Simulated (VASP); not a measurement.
# Li3Dy (P4/mmm) in VASP: further runs

Runs on Li3Dy. Level: PBE. Tasks: single point, relaxation of cell and atoms.

Everything below comes from runs of VASP 6.6.1. Logs are shortened: lines on timing, memory, paths and dates and some standing lists are left out, and cuts for length are marked.

### 1 The cell of the first run

It takes space group P4/mmm (No. 123, tetragonal). Conventional cell: a = 4.434 Å, b = 4.434 Å, c = 3.116 Å, α = 90.00°, β = 90.00°, γ = 90.00°. Li (site symmetry 4/mmm) has 10 Li at 2.71 to 3.12 Å and 4 Dy at 3.14 Å within 3.6 Å. Li (site symmetry mmm) has 10 Li at 2.71 to 3.14 Å and 4 Dy at 2.71 Å within 3.6 Å. Within 3.6 Å of Dy (site symmetry 4/mmm) lie 12 Li at 2.71 to 3.14 Å and 2 Dy at 3.12 Å.

The cell was generated, and may not be a known phase.

### 2 Single point, PBE

Input file INCAR:

```
PREC = Accurate ; ENCUT = 750
EDIFF = 1E-6 ; ISMEAR = 0
SIGMA = 0.1 ; LREAL = F
LASPH = T ; NELM = 200
ALGO = Normal ; ISIF = 2
LWAVE = F ; LCHARG = F
GGA = PE ; NBANDS = 17
GGA_COMPAT = F ; LMAXMIX = 6
```

Input file KPOINTS:

```
regular mesh
0
Gamma
  4 4 6
```

Input file POSCAR:

```
Li3Dy
1.0
    4.4341390000      0.0000000000      0.0000000000
    0.0000000000      4.4341390000      0.0000000000
    0.0000000000      0.0000000000      3.1162394900
Li Dy
3 1
Direct
    0.5000000000      0.5000000000      0.0000000000
    0.5000000000      0.0000000000      0.5000000000
    0.0000000000      0.5000000000      0.5000000000
    0.0000000000      0.0000000000      0.0000000000
```

Potentials or basis: VASP PAW PBE potentials, release 64 (Li_sv, Dy_3), 4f in core.

Started as:

```
$ cat potpaw_PBE.64/Li_sv/POTCAR potpaw_PBE.64/Dy_3/POTCAR > POTCAR
$ mpirun -np 1 vasp_std > vasp.out
```

OUTCAR:

```text
PREC = Accurate
   ENCUT = 750
   EDIFF = 1E-6
   ISMEAR = 0
   LREAL = F
   LASPH = T
   NELM = 200
   ISIF = 2
   GGA = PE

 ion  position               nearest neighbor table
   1  0.500  0.500  0.000-   4 3.14   4 3.14   4 3.14   4 3.14
   2  0.500  0.000  0.500-   4 2.71   4 2.71   4 2.71   4 2.71
   3  0.000  0.500  0.500-   4 2.71   4 2.71   4 2.71   4 2.71
   4  0.000  0.000  0.000-   2 2.71   3 2.71   2 2.71   3 2.71   3 2.71   3 2.71   2 2.71   2 2.71
                             1 3.14   1 3.14   1 3.14   1 3.14

  LATTYP: Found a simple tetragonal cell.
 ALAT       =     4.4341390000
 C/A-ratio  =     0.7027834468

  Lattice vectors:

 A1 = (   4.4341390000,   0.0000000000,   0.0000000000)
 A2 = (   0.0000000000,   4.4341390000,   0.0000000000)
 A3 = (   0.0000000000,   0.0000000000,   3.1162394900)

Analysis of symmetry for initial positions (statically):
=====================================================================
 Subroutine PRICEL returns:
 Original cell was already a primitive cell.

 Routine SETGRP: Setting up the symmetry group for a
 simple tetragonal supercell.

 Subroutine GETGRP returns: Found 16 space group operations
 (whereof 16 operations were pure point group operations)
 out of a pool of 16 trial point group operations.

The static configuration has the point symmetry D_4h.

Analysis of symmetry for dynamics (positions and initial velocities):
=====================================================================
 Subroutine PRICEL returns:
 Original cell was already a primitive cell.

 Routine SETGRP: Setting up the symmetry group for a
 simple tetragonal supercell.

 Subroutine GETGRP returns: Found 16 space group operations
 (whereof 16 operations were pure point group operations)
 out of a pool of 16 trial point group operations.

The dynamic configuration has the point symmetry D_4h.

 Subroutine INISYM returns: Found 16 space group operations
 (whereof 16 operations are pure point group operations),
 and found     1 'primitive' translations

----------------------------------------------------------------------------------------

                                     Primitive cell

  volume of cell :      61.2702
[... 89 lines left out ...]
   LASPH  =      T    aspherical Exc in radial PAW
   ENCUT  =  750.0 eV  55.12 Ry    7.42 a.u.   9.90  9.90  6.96*2*pi/ulx,y,z
   NELM   =    200;   NELMIN=  2; NELMDL= -5     # of ELM steps
   EDIFF  = 0.1E-05   stopping-criterion for ELM
   LREAL  =      F    real-space projection
   EDIFFG = 0.1E-04   stopping-criterion for IOM
   NSW    =      0    number of steps for IOM
   IBRION =     -1    ionic relax: 0-MD 1-quasi-New 2-CG
   NFREE  =      0    steps in history (QN), initial steepest desc. (CG)
   ISIF   =      2    stress and relaxation
   ISYM   =      2    0-nonsym 1-usesym 2-fastsym
   POTIM  = 0.5000    time-step for ionic-motion
   TEBEG  =    0.0;   TEEND  =   0.0 temperature during run
   PSTRESS=    0.0 pullay stress
   NELECT =      18.0000    total number of electrons
   NUPDOWN=      -1.0000    fix difference up-down
   EMIN   =  10.00;   EMAX   =-10.00  energy-range for DOS
   EFERMI =   0.00;   METHOD = LEGACY
   ISMEAR =     0;   SIGMA  =   0.10  broadening in eV -4-tet -1-fermi 0-gaus
   EFERMI_NEDOS =   21; number of points for ismear=-14 and -15
   IALGO  =     38    algorithm
   IMIX   =      4    mixing-type and parameters
     AMIX     =   0.40;   BMIX     =  1.00
     AMIX_MAG =   1.60;   BMIX_MAG =  1.00
  volume/ion in A,a.u.               =      15.32       103.37
  Fermi-wavevector in a.u.,A,eV,Ry     =   1.088301  2.056591 16.114739  1.184400
  Thomas-Fermi vector in A             =   2.224480
   LORBIT       =      0    0 simple, 1 ext, 2 COOP (PROOUT), +10 PAW based schemes
   GGA     = PE    functional components
   LHFCALC =     F    Hartree Fock is set to
   AEXX    =    0.0000 exact exchange contribution
   IVDW    =     0    specifies the selected vdW correction
   LEPSILON=     F    determine dielectric tensor
   LRPA    =     F    only Hartree local field effects (RPA)
 non-spin polarized calculation
 Gauss-broadening in eV      SIGMA  =   0.10
  energy-cutoff  :      750.00
  volume of cell :       61.27
 maximum number of plane-waves:      2880
 NGX is ok and might be reduce to    40
   NGX = 19   NGY = 19   NGZ = 13

 number of electron      17.9999985 magnetization

 Free energy of the ion-electron system (eV)
  ---------------------------------------------------
  ext. energy  EPLUGINS =         0.00000000
  ---------------------------------------------------
  free energy    TOTEN  =        -8.06116064 eV

  energy without entropy =       -8.04761836  energy(sigma->0) =       -8.05438950

 E-fermi :   3.1025     XC(G=0):  -9.4113

 val. band max:        3.0699240100   @ k =   0.5000   0.2500   0.1667
 cond. band min:       3.1507629939   @ k =   0.5000   0.0000   0.1667
 fundamental gap:      0.0808389839
 Fermi energy:         3.1025362279

 k-point     1 :       0.0000    0.0000    0.0000
  band No.  band energies     occupation
      1     -42.5023      2.00000
      2     -42.4848      2.00000
      3     -42.3253      2.00000
      4     -19.8203      2.00000
      5     -19.8203      2.00000
      6     -19.2233      2.00000
[... 457 lines left out ...]
      4     -20.3844      2.00000
      5     -19.7068      2.00000
      6     -19.7068      2.00000
[... 9 lines left out ...]
     16      12.9635      0.00000
     17      13.1208      0.00000

------------------------ aborting loop because EDIFF is reached ----------------------------------------

  FORCE on cell =-STRESS in cart. coord.  units (eV):
  Direction    XX          YY          ZZ          XY          YZ          ZX
  --------------------------------------------------------------------------------------
  -------------------------------------------------------------------------------------
  Total        7.4690254      7.4690254      5.4560601      0.0000000      0.0000000      0.0000000
  in kB      195.3102722    195.3102722    142.6725072      0.0000000      0.0000000      0.0000000
  external PRESSURE =     177.7643506 kB  Pullay stress =       0.0000000 kB

 VOLUME and BASIS-vectors are now :
 -----------------------------------------------------------------------------
  energy-cutoff  :      750.00
  volume of cell :       61.27
      direct lattice vectors                 reciprocal lattice vectors
     4.434139000  0.000000000  0.000000000     0.225522926  0.000000000  0.000000000
     0.000000000  4.434139000  0.000000000     0.000000000  0.225522926  0.000000000
     0.000000000  0.000000000  3.116239490     0.000000000  0.000000000  0.320899598

 POSITION                                       TOTAL-FORCE (eV/Angst)
 -----------------------------------------------------------------------------------
      2.21707      2.21707      0.00000         0.000000      0.000000      0.000000
      2.21707      0.00000      1.55812         0.000000      0.000000      0.000000
      0.00000      2.21707      1.55812         0.000000      0.000000      0.000000
      0.00000      0.00000      0.00000         0.000000      0.000000      0.000000
 -----------------------------------------------------------------------------------
    total drift:                                0.000000      0.000000     -0.000000

  FREE ENERGIE OF THE ION-ELECTRON SYSTEM (eV)
  ---------------------------------------------------
  free  energy   TOTEN  =        -8.0611606435 eV

  energy  without entropy=       -8.0476183621  energy(sigma->0) =       -8.05438950
```

OSZICAR:

```text
N       E                     dE             d eps       ncg     rms          rms(c)
DAV:   1     0.888950142446E+02    0.88895E+02   -0.10044E+04   816   0.138E+03
DAV:   2     0.710057422456E+01   -0.81794E+02   -0.78863E+02   864   0.338E+02
DAV:   3    -0.723934976175E+01   -0.14340E+02   -0.13691E+02  1520   0.589E+01
DAV:   4    -0.797814879773E+01   -0.73880E+00   -0.71387E+00  1103   0.191E+01
DAV:   5    -0.802928968779E+01   -0.51141E-01   -0.51042E-01  1381   0.410E+00    0.187E+01
DAV:   6    -0.804006930728E+01   -0.10780E-01   -0.43548E-02  1344   0.149E+00    0.113E+01
DAV:   7    -0.806185325503E+01   -0.21784E-01   -0.47616E-02  1285   0.156E+00    0.354E-01
DAV:   8    -0.806121503049E+01    0.63822E-03   -0.32485E-03  1151   0.392E-01    0.173E-01
DAV:   9    -0.806116575977E+01    0.49271E-04   -0.72249E-04  1357   0.152E-01    0.387E-02
DAV:  10    -0.806116113477E+01    0.46250E-05   -0.44730E-05  1151   0.434E-02    0.223E-02
DAV:  11    -0.806116064350E+01    0.49128E-06   -0.40434E-06  1111   0.160E-02
   1 F= -.80611606E+01 E0= -.80543895E+01  d E =-.135423E-01
```

stdout:

```text
POSCAR found type information on POSCAR LiDy
 POSCAR found :  2 types and       4 ions
 scaLAPACK will be used
 LDA part: xc-table for (Slater+PW92), standard interpolation
 POSCAR, INCAR and KPOINTS ok, starting setup
 FFT: planning ... GRIDC
 FFT: planning ... GRID_SOFT
 FFT: planning ... GRID
 WAVECAR not read
 entering main loop
```

It took 19 s on 1 thread of Intel Xeon 6975P-C (Granite Rapids), shared host; peak memory 0.22 GiB.

Results:

| Quantity | Value |
| --- | --- |
| Free energy | -8.0612 eV |
| Pressure | 17.8 GPa |
| Band gap on the k mesh | zero (bands 9 and 10 overlap by 0.76 eV) |

Stress tensor (GPa, compression positive):
```
19.53  0.00  0.00
 0.00 19.53  0.00
 0.00  0.00 14.27
```

Levels at points of the mesh, in eV from the Fermi level:
```tsv
k point	band 6	band 7	band 8	band 9	band 10	band 11	band 12	band 13
(0.00, 0.00, 0.00)	-22.33	-4.46	-0.53	-0.11	0.92	0.92	2.17	5.07
(0.50, 0.00, 0.00)	-22.32	-3.43	-2.01	-0.55	-0.41	2.30	3.85	3.89
(0.50, 0.50, 0.00)	-22.32	-2.60	-2.53	-0.31	-0.31	2.12	2.50	4.11
(0.00, 0.00, 0.50)	-22.77	-2.26	-0.81	-0.81	-0.30	-0.13	3.45	5.20
(0.50, 0.00, 0.50)	-22.76	-1.74	-1.48	-0.45	0.83	1.84	2.04	3.55
(0.50, 0.50, 0.50)	-22.81	-0.56	-0.56	0.10	0.96	0.97	0.97	2.57
```

Caveat: the stress differs along the axes, from 14 to 20 GPa; spin-orbit coupling is left out, which moves the levels of the heavy elements; the 4f electrons are frozen in the core, so they carry no moment and show no levels. Spin polarisation is off, so any magnetic state and its effect on volume and gap are missing.

(Part 1 of 2 ends here.)

The gap in the log of VASP goes by the Fermi energy; the results here count the filled bands.